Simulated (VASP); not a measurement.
# SiC2 (P4_2/mnm) in VASP: a series of runs

Runs on SiC2. Level: PBE. Tasks: single point.

Program: VASP 6.6.1. These are calculated values, not measurements. Logs are shortened: lines on timing, memory, paths and dates and some standing lists are left out, and cuts for length are marked.

**1. The cell of the first run**

The structure is tetragonal, space group P4_2/mnm (No. 136). The conventional cell has a = 4.533 Å, b = 4.533 Å, c = 2.967 Å, α = 90.00°, β = 90.00°, γ = 90.00°. Within 2.5 Å of Si (site symmetry mmm) lie 6 C at 1.88 to 1.99 Å. C (site symmetry m2m) has 3 Si at 1.88 to 1.99 Å within 2.5 Å.

**2. Single point, PBE**

The input, INCAR:

```
SYSTEM = SiC2
ALGO = Normal
EDIFF = 1E-7
ENCUT = 520
GGA = PE
ISIF = 2
ISMEAR = 0
LASPH = .TRUE.
LCHARG = .TRUE.
LELF = .TRUE.
LREAL = .FALSE.
LVHAR = .TRUE.
LWAVE = .FALSE.
NBANDS = 21
NELM = 80
PREC = Accurate
SIGMA = 0.1
```

The input, KPOINTS:

```
k-points
0
G
  4 4 6
  0 0 0
```

The input, POSCAR:

```
SiC2
1.0
    4.5328885269      0.0000000000      0.0000000000
    0.0000000000      4.5328885269      0.0000000000
    0.0000000000      0.0000000000      2.9668365949
Si C
2 4
Direct
    0.0000000000      0.0000000000      0.0000000000
    0.5000000000      0.5000000000      0.5000000000
    0.2939299232      0.2939299232      0.0000000000
    0.2060700768      0.7939299232      0.5000000000
    0.7060700768      0.7060700768      0.0000000000
    0.7939299232      0.2060700768      0.5000000000
```

Potentials or basis: VASP PAW PBE potentials, release 64 (Si, C).

Started as:

```console
$ cat potpaw_PBE.64/Si/POTCAR potpaw_PBE.64/C/POTCAR > POTCAR
$ mpirun -np 1 vasp_std > vasp.out
```

OUTCAR:

```text
SYSTEM = SiC2
   EDIFF = 1E-7
   ENCUT = 520
   GGA = PE
   ISIF = 2
   ISMEAR = 0
   LASPH = .TRUE.
   LREAL = .FALSE.
   NELM = 80
   PREC = Accurate

 ion  position               nearest neighbor table
   1  0.000  0.000  0.000-   3 1.88   5 1.88   4 1.99   6 1.99   4 1.99   6 1.99
   2  0.500  0.500  0.500-   4 1.88   6 1.88   5 1.99   3 1.99   3 1.99   5 1.99
   3  0.294  0.294  0.000-   1 1.88   2 1.99   2 1.99
   4  0.206  0.794  0.500-   2 1.88   1 1.99   1 1.99
   5  0.706  0.706  0.000-   1 1.88   2 1.99   2 1.99
   6  0.794  0.206  0.500-   2 1.88   1 1.99   1 1.99

  LATTYP: Found a simple tetragonal cell.
 ALAT       =     4.5328885269
 C/A-ratio  =     0.6545134691

  Lattice vectors:

 A1 = (   4.5328885269,   0.0000000000,   0.0000000000)
 A2 = (   0.0000000000,   4.5328885269,   0.0000000000)
 A3 = (   0.0000000000,   0.0000000000,   2.9668365949)

Analysis of symmetry for initial positions (statically):
=====================================================================
 Subroutine PRICEL returns:
 Original cell was already a primitive cell.

 Routine SETGRP: Setting up the symmetry group for a
 simple tetragonal supercell.

 Subroutine GETGRP returns: Found 16 space group operations
 (whereof  8 operations were pure point group operations)
 out of a pool of 16 trial point group operations.

The static configuration has the point symmetry D_2h.
 The point group associated with its full space group is D_4h.

Analysis of symmetry for dynamics (positions and initial velocities):
=====================================================================
 Subroutine PRICEL returns:
 Original cell was already a primitive cell.

 Routine SETGRP: Setting up the symmetry group for a
 simple tetragonal supercell.

 Subroutine GETGRP returns: Found 16 space group operations
 (whereof  8 operations were pure point group operations)
 out of a pool of 16 trial point group operations.

The dynamic configuration has the point symmetry D_2h.
 The point group associated with its full space group is D_4h.

 Subroutine INISYM returns: Found 16 space group operations
 (whereof  8 operations are pure point group operations),
 and found     1 'primitive' translations

----------------------------------------------------------------------------------------

                                     Primitive cell

  volume of cell :      60.9598

  direct lattice vectors                    reciprocal lattice vectors
     4.532888527  0.000000000  0.000000000     0.220609881  0.000000000  0.000000000
     0.000000000  4.532888527  0.000000000     0.000000000  0.220609881  0.000000000
     0.000000000  0.000000000  2.966836595     0.000000000  0.000000000  0.337059345

  length of vectors
     4.532888527  4.532888527  2.966836595     0.220609881  0.220609881  0.337059345

  position of ions in fractional coordinates (direct lattice)
     0.000000000  0.000000000  0.000000000
     0.500000000  0.500000000  0.500000000
     0.293929923  0.293929923  0.000000000
     0.206070077  0.793929923  0.500000000
     0.706070077  0.706070077  0.000000000
     0.793929923  0.206070077  0.500000000

  ion indices of the primitive-cell ions
   primitive index   ion index
                 1           1
                 2           2
                 3           3
                 4           4
                 5           5
                 6           6

----------------------------------------------------------------------------------------

 KPOINTS: k-points

Automatic generation of k-mesh.
 Grid dimensions read from file:
 generate k-points for:    4    4    6

 Generating k-lattice:

  Cartesian coordinates                     Fractional coordinates (reciprocal lattice)
     0.055152470  0.000000000  0.000000000     0.250000000  0.000000000  0.000000000
     0.000000000  0.055152470  0.000000000     0.000000000  0.250000000  0.000000000
     0.000000000  0.000000000  0.056176558     0.000000000  0.000000000  0.166666667

  Length of vectors
     0.055152470  0.055152470  0.056176558

  Shift w.r.t. Gamma in fractional coordinates (k-lattice)
     0.000000000  0.000000000  0.000000000

 Subroutine IBZKPT returns following result:
 ===========================================

 Found     24 irreducible k-points:

 Following reciprocal coordinates:
            Coordinates               Weight
  0.000000  0.000000  0.000000      1.000000
  0.250000  0.000000  0.000000      4.000000
  0.500000  0.000000  0.000000      2.000000
  0.250000  0.250000  0.000000      4.000000
  0.500000  0.250000  0.000000      4.000000
  0.500000  0.500000  0.000000      1.000000
[... 16 lines left out ...]
  0.500000  0.250000  0.500000      4.000000
  0.500000  0.500000  0.500000      1.000000
   k-points           NKPTS =     24   k-points in BZ     NKDIM =     24   number of bands    NBANDS=     21
   number of dos      NEDOS =    301   number of ions     NIONS =      6
   total plane-waves  NPLWV =  31104
   dimension x,y,z NGX =    36 NGY =   36 NGZ =   24
   dimension x,y,z NGXF=    72 NGYF=   72 NGZF=   48
   ions per type =               2   4
   NGX,Y,Z   is equivalent  to a cutoff of  13.20, 13.20, 13.45 a.u.
   NGXF,Y,Z  is equivalent  to a cutoff of  26.41, 26.41, 26.90 a.u.
 SYSTEM =  SiC2
   PREC   = accura    normal or accurate (medium, high low for compatibility)
   ISTART =      0    job   : 0-new  1-cont  2-samecut
   ICHARG =      2    charge: 1-file 2-atom 10-const
   ISPIN  =      1    spin polarized calculation?
   LNONCOLLINEAR =      F non collinear calculations
   LSORBIT =      F    spin-orbit coupling
   LASPH  =      T    aspherical Exc in radial PAW
   ENCUT  =  520.0 eV  38.22 Ry    6.18 a.u.   8.43  8.43  5.52*2*pi/ulx,y,z
   NELM   =     80;   NELMIN=  2; NELMDL= -5     # of ELM steps
   EDIFF  = 0.1E-06   stopping-criterion for ELM
   LREAL  =      F    real-space projection
   EDIFFG = 0.1E-05   stopping-criterion for IOM
   NSW    =      0    number of steps for IOM
   IBRION =     -1    ionic relax: 0-MD 1-quasi-New 2-CG
   NFREE  =      0    steps in history (QN), initial steepest desc. (CG)
   ISIF   =      2    stress and relaxation
   ISYM   =      2    0-nonsym 1-usesym 2-fastsym
   POTIM  = 0.5000    time-step for ionic-motion
   TEBEG  =    0.0;   TEEND  =   0.0 temperature during run
   PSTRESS=    0.0 pullay stress
   NELECT =      24.0000    total number of electrons
   NUPDOWN=      -1.0000    fix difference up-down
   EMIN   =  10.00;   EMAX   =-10.00  energy-range for DOS
   EFERMI =   0.00;   METHOD = LEGACY
   ISMEAR =     0;   SIGMA  =   0.10  broadening in eV -4-tet -1-fermi 0-gaus
   EFERMI_NEDOS =   21; number of points for ismear=-14 and -15
   IALGO  =     38    algorithm
   IMIX   =      4    mixing-type and parameters
     AMIX     =   0.40;   BMIX     =  1.00
     AMIX_MAG =   1.60;   BMIX_MAG =  1.00
  volume/ion in A,a.u.               =      10.16        68.56
  Fermi-wavevector in a.u.,A,eV,Ry     =   1.199860  2.267407 19.587827  1.439665
  Thomas-Fermi vector in A             =   2.335712
   LORBIT       =      0    0 simple, 1 ext, 2 COOP (PROOUT), +10 PAW based schemes
   GGA     = PE    functional components
   LHFCALC =     F    Hartree Fock is set to
   AEXX    =    0.0000 exact exchange contribution
   IVDW    =     0    specifies the selected vdW correction
   LEPSILON=     F    determine dielectric tensor
   LRPA    =     F    only Hartree local field effects (RPA)
 non-spin polarized calculation
 Gauss-broadening in eV      SIGMA  =   0.10
  energy-cutoff  :      520.00
  volume of cell :       60.96
 maximum number of plane-waves:      1664
 NGX is ok and might be reduce to    36
   NGX = 17   NGY = 17   NGZ = 11

 number of electron      24.0000002 magnetization

 Free energy of the ion-electron system (eV)
  ---------------------------------------------------
  ext. energy  EPLUGINS =         0.00000000
  ---------------------------------------------------
  free energy    TOTEN  =       -36.68725750 eV

  energy without entropy =      -36.67148001  energy(sigma->0) =      -36.67936875

 E-fermi :   6.5641     XC(G=0): -11.2583

 val. band max:        6.4746930204   @ k =   0.5000   0.2500   0.3333
 cond. band min:       6.5723673479   @ k =   0.2500   0.2500   0.5000
 fundamental gap:      0.0976743275
 Fermi energy:         6.5640583254

 k-point     1 :       0.0000    0.0000    0.0000
  band No.  band energies     occupation
      1      -9.0299      2.00000
      2      -4.1863      2.00000
      3      -3.9554      2.00000
      4      -3.9554      2.00000
      5      -0.1023      2.00000
      6       2.0271      2.00000
[... 13 lines left out ...]
     20      15.4507      0.00000
     21      15.4507      0.00000

 k-point     2 :       0.2500    0.0000    0.0000
  band No.  band energies     occupation
      1      -8.6745      2.00000
      2      -6.0116      2.00000
      3      -3.6554      2.00000
      4      -2.4645      2.00000
      5      -0.8625      2.00000
      6       1.4732      2.00000
[... 13 lines left out ...]
     20      15.6976      0.00000
     21      15.9088      0.00000

 k-point     3 :       0.5000    0.0000    0.0000
  band No.  band energies     occupation
      1      -7.6345      2.00000
      2      -7.6345      2.00000
      3      -2.8318      2.00000
      4      -2.8318      2.00000
      5      -0.1758      2.00000
      6      -0.1758      2.00000
[... 13 lines left out ...]
     20      15.9810      0.00000
     21      16.5806      0.00000

 k-point     4 :       0.2500    0.2500    0.0000
  band No.  band energies     occupation
      1      -8.3336      2.00000
      2      -6.2285      2.00000
      3      -4.5259      2.00000
      4      -2.6977      2.00000
      5      -0.2971      2.00000
      6       2.7505      2.00000
[... 13 lines left out ...]
     20      15.9895      0.00000
     21      16.0963      0.00000

 k-point     5 :       0.5000    0.2500    0.0000
  band No.  band energies     occupation
      1      -7.3697      2.00000
      2      -7.3697      2.00000
      3      -4.0172      2.00000
      4      -4.0172      2.00000
      5       1.3643      2.00000
      6       1.3643      2.00000
[... 13 lines left out ...]
     20      16.3224      0.00000
     21      17.5413      0.00000

 k-point     6 :       0.5000    0.5000    0.0000
  band No.  band energies     occupation
      1      -6.9743      2.00000
      2      -6.9743      2.00000
      3      -4.9647      2.00000
      4      -4.9647      2.00000
      5       3.2109      2.00000
      6       3.2109      2.00000
[... 13 lines left out ...]
     20      16.2970      0.00000
     21      18.5870      0.00000

 k-point     7 :       0.0000    0.0000    0.1667
  band No.  band energies     occupation
      1      -8.6334      2.00000
      2      -3.8118      2.00000
      3      -3.6715      2.00000
      4      -3.6715      2.00000
      5      -0.8103      2.00000
      6       2.4223      2.00000
[... 13 lines left out ...]
     20      17.0611      0.00000
     21      17.0611      0.00000
[... 291 lines left out ...]
      1      -5.2918      2.00000
      2      -5.2918      2.00000
      3      -3.1507      2.00000
      4      -3.1507      2.00000
      5      -0.0358      2.00000
      6      -0.0358      2.00000
[... 13 lines left out ...]
     20      17.7401      0.00000
     21      18.2706      0.00000

 k-point    21 :       0.5000    0.0000    0.5000
  band No.  band energies     occupation
      1      -4.5937      2.00000
      2      -4.5937      2.00000
      3      -4.1717      2.00000
      4      -4.1717      2.00000
      5       0.9201      2.00000
      6       0.9201      2.00000
[... 13 lines left out ...]
     20      16.9912      0.00000
     21      17.6253      0.00000

 k-point    22 :       0.2500    0.2500    0.5000
  band No.  band energies     occupation
      1      -5.1118      2.00000
      2      -4.8989      2.00000
      3      -3.7045      2.00000
      4      -2.7641      2.00000
      5      -1.5977      2.00000
      6       0.7429      2.00000
[... 13 lines left out ...]
     20      17.7680      0.00000
     21      17.9538      0.00000

 k-point    23 :       0.5000    0.2500    0.5000
  band No.  band energies     occupation
      1      -4.5370      2.00000
      2      -4.5370      2.00000
      3      -3.7882      2.00000
      4      -3.7882      2.00000
      5      -0.9063      2.00000
      6      -0.9063      2.00000
[... 13 lines left out ...]
     20      16.1199      0.00000
     21      18.3166      0.00000

 k-point    24 :       0.5000    0.5000    0.5000
  band No.  band energies     occupation
      1      -4.4548      2.00000
      2      -4.4548      2.00000
      3      -3.0550      2.00000
      4      -3.0550      2.00000
      5      -2.2069      2.00000
      6      -2.2069      2.00000
[... 13 lines left out ...]
     20      15.5139      0.00000
     21      17.9388      0.00000

------------------------ aborting loop because EDIFF is reached ----------------------------------------

  FORCE on cell =-STRESS in cart. coord.  units (eV):
  Direction    XX          YY          ZZ          XY          YZ          ZX
  --------------------------------------------------------------------------------------
  -------------------------------------------------------------------------------------
  Total       -0.1158090     -0.1158090     -0.0198619      0.0000000      0.0000000      0.0000000
  in kB       -3.0437509     -3.0437509     -0.5220196      0.0000000      0.0000000      0.0000000
  external PRESSURE =      -2.2031738 kB  Pullay stress =       0.0000000 kB

 VOLUME and BASIS-vectors are now :
 -----------------------------------------------------------------------------
  energy-cutoff  :      520.00
  volume of cell :       60.96
      direct lattice vectors                 reciprocal lattice vectors
     4.532888527  0.000000000  0.000000000     0.220609881  0.000000000  0.000000000
     0.000000000  4.532888527  0.000000000     0.000000000  0.220609881  0.000000000
     0.000000000  0.000000000  2.966836595     0.000000000  0.000000000  0.337059345

 POSITION                                       TOTAL-FORCE (eV/Angst)
 -----------------------------------------------------------------------------------
      0.00000      0.00000      0.00000         0.000000      0.000000     -0.000000
      2.26644      2.26644      1.48342         0.000000      0.000000     -0.000000
      1.33235      1.33235      0.00000         0.002005      0.002005      0.000000
      0.93409      3.59880      1.48342        -0.002005      0.002005     -0.000000
      3.20054      3.20054      0.00000        -0.002005     -0.002005     -0.000000
      3.59880      0.93409      1.48342         0.002005     -0.002005     -0.000000
 -----------------------------------------------------------------------------------
    total drift:                                0.000000     -0.000000     -0.000000

  FREE ENERGIE OF THE ION-ELECTRON SYSTEM (eV)
  ---------------------------------------------------
  free  energy   TOTEN  =       -36.6872575008 eV

  energy  without entropy=      -36.6714800071  energy(sigma->0) =      -36.67936875
```

Wall time 26 s (1 thread of Intel Xeon 8259CL, shared host); peak memory 0.18 GiB.

What came out:

| Quantity | Value |
| --- | --- |
| Free energy | -36.6873 eV |
| Pressure | -0.2 GPa |
| Band gap on the k mesh | zero (bands 12 and 13 overlap by 1.89 eV) |

Forces in eV/Å, atoms in the order of the input:
```
Si   0.000  0.000  0.000
Si   0.000  0.000  0.000
C    0.002  0.002  0.000
C   -0.002  0.002  0.000
C   -0.002 -0.002  0.000
C    0.002 -0.002  0.000
```

Levels at points of the mesh, in eV from the Fermi level:
```
           k point  band 8  band 9  band 10  band 11  band 12  band 13  band 14  band 15  band 16  band 17
(0.00, 0.00, 0.00)   -4.00   -2.78    -1.13     0.50     0.50     1.31     2.72     2.72     3.56     5.22
(0.50, 0.00, 0.00)   -1.62   -1.24    -1.24    -1.07    -1.07     1.21     1.21     2.66     2.66     7.60
(0.50, 0.50, 0.00)   -2.73   -1.06    -1.06     0.23     0.23     0.32     0.32     0.42     0.42     7.02
(0.00, 0.00, 0.50)   -4.36   -2.05    -2.05    -1.85    -1.85    -1.18    -1.18     0.03     0.03     7.45
(0.50, 0.00, 0.50)   -5.37   -3.89    -3.89    -1.70    -1.70     1.24     1.24     1.24     1.24     7.74
(0.50, 0.50, 0.50)   -5.97   -1.47    -1.47    -0.45    -0.45     1.38     1.38     1.67     1.67     6.96
```

(Continued in part 2 of 2.)

The gap in the log of VASP goes by the Fermi energy; the results here count the filled bands.